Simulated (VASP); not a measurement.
# WSe2 in VASP: notebook

WSe2 is run at these levels: PBEsol; tasks: single point.

All numbers are computed with VASP 6.6.1; they aren't measurements. Logs are shortened: lines on timing, memory, paths and dates and some standing lists are left out, and cuts for length are marked.

## 1. The cell of the first run

The cell holds a slab with vacuum, 3 atoms: a = 3.139 Å, b = 3.139 Å, c = 16.661 Å, α = 90.00°, β = 90.00°, γ = 120.00°.

## 2. Single point, PBEsol

Contents of INCAR:

```
PREC = Accurate ; ENCUT = 520
EDIFF = 1E-6 ; ISMEAR = 0
SIGMA = 0.05 ; LREAL = False
LASPH = True ; NELM = 80
ALGO = Normal ; ISIF = 2
LWAVE = False ; LCHARG = False
GGA = PS ; NBANDS = 20
```

Contents of KPOINTS:

```
regular mesh
0
Gamma
  9 9 2
```

Contents of POSCAR:

```
WSe2
1.0
    3.1394039426      0.0000000000      0.0000000000
   -1.5697019713      2.7188035670      0.0000000000
    0.0000000000      0.0000000000     16.6611439352
W Se
1 2
Direct
    0.0000000000      0.0000000000      0.0000000000
    0.3333333333      0.6666666667      0.1003991023
    0.3333333333      0.6666666667      0.8996008977
```

Potentials or basis: VASP PAW PBE potentials, release 64 (W_sv, Se).

Command:

```sh
$ cat potpaw_PBE.64/W_sv/POTCAR potpaw_PBE.64/Se/POTCAR > POTCAR
$ mpirun -np 1 vasp_std > vasp.out
```

OUTCAR:

```text
PREC = Accurate
   ENCUT = 520
   EDIFF = 1E-6
   ISMEAR = 0
   LREAL = False
   LASPH = True
   NELM = 80
   ISIF = 2
   GGA = PS

 ion  position               nearest neighbor table
   1  0.000  0.000  0.000-   2 2.47   3 2.47   2 2.47   3 2.47   2 2.47   3 2.47
   2  0.333  0.667  0.100-   1 2.47   1 2.47   1 2.47
   3  0.333  0.667  0.900-   1 2.47   1 2.47   1 2.47

  LATTYP: Found a hexagonal cell.
 ALAT       =     3.1394039426
 C/A-ratio  =     5.3071042274

  Lattice vectors:

 A1 = (   3.1394039426,   0.0000000000,   0.0000000000)
 A2 = (  -1.5697019713,   2.7188035670,   0.0000000000)
 A3 = (   0.0000000000,   0.0000000000,  16.6611439352)

Analysis of symmetry for initial positions (statically):
=====================================================================
 Subroutine PRICEL returns:
 Original cell was already a primitive cell.

 Routine SETGRP: Setting up the symmetry group for a
 hexagonal supercell.

 Subroutine GETGRP returns: Found 12 space group operations
 (whereof 12 operations were pure point group operations)
 out of a pool of 24 trial point group operations.

The static configuration has the point symmetry D_3h.

Analysis of symmetry for dynamics (positions and initial velocities):
=====================================================================
 Subroutine PRICEL returns:
 Original cell was already a primitive cell.

 Routine SETGRP: Setting up the symmetry group for a
 hexagonal supercell.

 Subroutine GETGRP returns: Found 12 space group operations
 (whereof 12 operations were pure point group operations)
 out of a pool of 24 trial point group operations.

The dynamic configuration has the point symmetry D_3h.

 Subroutine INISYM returns: Found 12 space group operations
 (whereof 12 operations are pure point group operations),
 and found     1 'primitive' translations

----------------------------------------------------------------------------------------

                                     Primitive cell

  volume of cell :     142.2099

  direct lattice vectors                    reciprocal lattice vectors
     3.139403943  0.000000000  0.000000000     0.318531804  0.183904423  0.000000000
    -1.569701971  2.718803567  0.000000000     0.000000000  0.367808845  0.000000000
     0.000000000  0.000000000 16.661143935     0.000000000  0.000000000  0.060019888

  length of vectors
[... 79 lines left out ...]
   LSORBIT =      F    spin-orbit coupling
   LASPH  =      T    aspherical Exc in radial PAW
   ENCUT  =  520.0 eV  38.22 Ry    6.18 a.u.   5.84  5.84 30.98*2*pi/ulx,y,z
   NELM   =     80;   NELMIN=  2; NELMDL= -5     # of ELM steps
   EDIFF  = 0.1E-05   stopping-criterion for ELM
   LREAL  =      F    real-space projection
   EDIFFG = 0.1E-04   stopping-criterion for IOM
   NSW    =      0    number of steps for IOM
   IBRION =     -1    ionic relax: 0-MD 1-quasi-New 2-CG
   NFREE  =      0    steps in history (QN), initial steepest desc. (CG)
   ISIF   =      2    stress and relaxation
   ISYM   =      2    0-nonsym 1-usesym 2-fastsym
   POTIM  = 0.5000    time-step for ionic-motion
   TEBEG  =    0.0;   TEEND  =   0.0 temperature during run
   PSTRESS=    0.0 pullay stress
   NELECT =      26.0000    total number of electrons
   NUPDOWN=      -1.0000    fix difference up-down
   EMIN   =  10.00;   EMAX   =-10.00  energy-range for DOS
   EFERMI =   0.00;   METHOD = LEGACY
   ISMEAR =     0;   SIGMA  =   0.05  broadening in eV -4-tet -1-fermi 0-gaus
   EFERMI_NEDOS =   21; number of points for ismear=-14 and -15
   IALGO  =     38    algorithm
   IMIX   =      4    mixing-type and parameters
     AMIX     =   0.40;   BMIX     =  1.00
     AMIX_MAG =   1.60;   BMIX_MAG =  1.00
  volume/ion in A,a.u.               =      47.40       319.89
  Fermi-wavevector in a.u.,A,eV,Ry     =   0.929157  1.755853 11.746367  0.863334
  Thomas-Fermi vector in A             =   2.055410
   LORBIT       =      0    0 simple, 1 ext, 2 COOP (PROOUT), +10 PAW based schemes
   GGA     = PS    functional components
   LHFCALC =     F    Hartree Fock is set to
   AEXX    =    0.0000 exact exchange contribution
   IVDW    =     0    specifies the selected vdW correction
   LEPSILON=     F    determine dielectric tensor
   LRPA    =     F    only Hartree local field effects (RPA)
 non-spin polarized calculation
 Gauss-broadening in eV      SIGMA  =   0.05
  energy-cutoff  :      520.00
  volume of cell :      142.21
 maximum number of plane-waves:      3864
 NGX is ok and might be reduce to    24
   NGX = 11   NGY = 11   NGZ = 61

 number of electron      25.9999997 magnetization

 Free energy of the ion-electron system (eV)
  ---------------------------------------------------
  ext. energy  EPLUGINS =         0.00000000
  ---------------------------------------------------
  free energy    TOTEN  =       -23.01449589 eV

  energy without entropy =      -23.01449589  energy(sigma->0) =      -23.01449589

 E-fermi :  -0.0798     XC(G=0):  -5.0192

 val. band max:       -0.4378899953   @ k =   0.3333   0.3333   0.0000
 cond. band min:       1.2956173588   @ k =   0.2222   0.1111   0.0000
 fundamental gap:      1.7335073540
 Fermi energy:        -0.0798308050

 k-point     1 :       0.0000    0.0000    0.0000
  band No.  band energies     occupation
      1     -74.1377      2.00000
      2     -38.5379      2.00000
      3     -38.2384      2.00000
      4     -38.2384      2.00000
      5     -15.8932      2.00000
      6     -14.4768      2.00000
[... 541 lines left out ...]
     19       6.5927      0.00000
     20       8.4298      0.00000

------------------------ aborting loop because EDIFF is reached ----------------------------------------

  FORCE on cell =-STRESS in cart. coord.  units (eV):
  Direction    XX          YY          ZZ          XY          YZ          ZX
  --------------------------------------------------------------------------------------
  -------------------------------------------------------------------------------------
  Total        5.4032834      5.4032834      3.6732421      0.0000000      0.0000000      0.0000000
  in kB       60.8749313     60.8749313     41.3837930      0.0000000      0.0000000      0.0000000
  external PRESSURE =      54.3778852 kB  Pullay stress =       0.0000000 kB

 VOLUME and BASIS-vectors are now :
 -----------------------------------------------------------------------------
  energy-cutoff  :      520.00
  volume of cell :      142.21
      direct lattice vectors                 reciprocal lattice vectors
     3.139403943  0.000000000  0.000000000     0.318531804  0.183904423  0.000000000
    -1.569701971  2.718803567  0.000000000     0.000000000  0.367808845  0.000000000
     0.000000000  0.000000000 16.661143935     0.000000000  0.000000000  0.060019888

 POSITION                                       TOTAL-FORCE (eV/Angst)
 -----------------------------------------------------------------------------------
      0.00000      0.00000      0.00000         0.000000     -0.000000      0.000000
     -0.00000      1.81254      1.67276         0.000000     -0.000000      1.101581
     -0.00000      1.81254     14.98838         0.000000      0.000000     -1.101581
 -----------------------------------------------------------------------------------
    total drift:                                0.000000     -0.000000     -0.000000

  FREE ENERGIE OF THE ION-ELECTRON SYSTEM (eV)
  ---------------------------------------------------
  free  energy   TOTEN  =       -23.0144958922 eV

  energy  without entropy=      -23.0144958922  energy(sigma->0) =      -23.01449589
```

OSZICAR:

```text
N       E                     dE             d eps       ncg     rms          rms(c)
DAV:   1     0.176144633075E+03    0.17614E+03   -0.12224E+04  1152   0.112E+03
DAV:   2    -0.104644879025E+02   -0.18661E+03   -0.18087E+03  1220   0.268E+02
DAV:   3    -0.236773671542E+02   -0.13213E+02   -0.13118E+02  1324   0.657E+01
[... 11 lines left out ...]
DAV:  15    -0.230143322729E+02   -0.70444E-04   -0.62496E-06  1240   0.118E-02    0.856E-03
DAV:  16    -0.230144177922E+02   -0.85519E-04   -0.94210E-06  1164   0.947E-03    0.423E-03
DAV:  17    -0.230144747946E+02   -0.57002E-04   -0.39627E-06   940   0.531E-03    0.178E-03
DAV:  18    -0.230144898382E+02   -0.15044E-04   -0.70637E-07  1052   0.205E-03    0.107E-03
DAV:  19    -0.230144954314E+02   -0.55932E-05   -0.31374E-07   844   0.150E-03    0.665E-04
DAV:  20    -0.230144958922E+02   -0.46080E-06   -0.16711E-08   788   0.469E-04
   1 F= -.23014496E+02 E0= -.23014496E+02  d E =-.371928E-25
```

Run time: 80 s. Hardware: 1 thread of Intel Xeon Platinum 8259CL at 2.50GHz (Skylake/Cascade Lake), shared host; peak memory 0.27 GiB.

What came out:

```yaml
Free_energy: -23.0145 eV
Largest_force: 1.102 eV/Å
Band_gap_on_the_k_mesh: 1.73 eV, indirect (least direct gap 2.19 eV)
```

Forces on the atoms (eV/Å):
```
W    0.000  0.000  0.000
Se   0.000  0.000  1.102
Se   0.000  0.000 -1.102
```

Caveat: the PAW data sets were made with another functional, which shifts forces and pressure a little; spin-orbit coupling is left out, which moves the levels of the heavy elements.

## 3. Single point, PBEsol

This run uses another cell than the first one, of 48.73 Å³/atom, 1.028 times its volume.

Contents of INCAR:

```
PREC = Accurate
ENCUT = 520
EDIFF = 1E-6
ISMEAR = 0
SIGMA = 0.05
LREAL = False
LASPH = True
NELM = 80
ALGO = Normal
ISIF = 2
LWAVE = False
LCHARG = True
GGA = PS
LELF = True
LVHAR = True
NBANDS = 20
```

Contents of KPOINTS:

```
Automatic mesh
0
Gamma
  9 9 2
```

Contents of POSCAR:

```
WSe2
1.0
    3.1828977681      0.0000000000      0.0000000000
   -1.5914488840      2.7564703248      0.0000000000
    0.0000000000      0.0000000000     16.6611439352
W Se
1 2
Direct
    0.0000000000      0.0000000000     -0.0010312947
    0.3333333333      0.6666666667      0.1015995001
    0.3333333333      0.6666666667      0.9008012955
```

Potentials or basis: VASP PAW PBE potentials, release 64 (W_sv, Se).

Command:

```sh
$ cat potpaw_PBE.64/W_sv/POTCAR potpaw_PBE.64/Se/POTCAR > POTCAR
$ mpirun -np 1 vasp_std > vasp.out
```

Run time: 82 s. Hardware: 1 thread of Intel Xeon Platinum 8259CL at 2.50GHz (Skylake/Cascade Lake), shared host; peak memory 0.27 GiB.

Results (log left out):

```yaml
Free_energy: -23.1138 eV
Largest_force: 1.385 eV/Å
Band_gap_on_the_k_mesh: 1.74 eV, indirect (least direct gap 2.01 eV)
```

Forces on the atoms (eV/Å):
```
W    0.000  0.000  1.263
Se   0.000  0.000  0.122
Se   0.000  0.000 -1.385
```

Levels at points of the mesh, in eV from the valence-band top:
| k point | band 9 | band 10 | band 11 | band 12 | band 13 | band 14 | band 15 | band 16 | band 17 | band 18 |
| --- | --- | --- | --- | --- | --- | --- | --- | --- | --- | --- |
| (0.00, 0.00, 0.00) | -2.31 | -2.31 | -1.01 | -1.01 | -0.61 | 3.33 | 3.33 | 3.63 | 3.63 | 4.46 |
| (0.00, 0.00, 0.50) | -2.31 | -2.31 | -1.01 | -1.01 | -0.61 | 3.33 | 3.33 | 3.63 | 3.63 | 4.60 |

Caveat: the PAW data sets were made with another functional, which shifts forces and pressure a little; spin-orbit coupling is left out, which moves the levels of the heavy elements.

(Continued in part 2 of 2.)
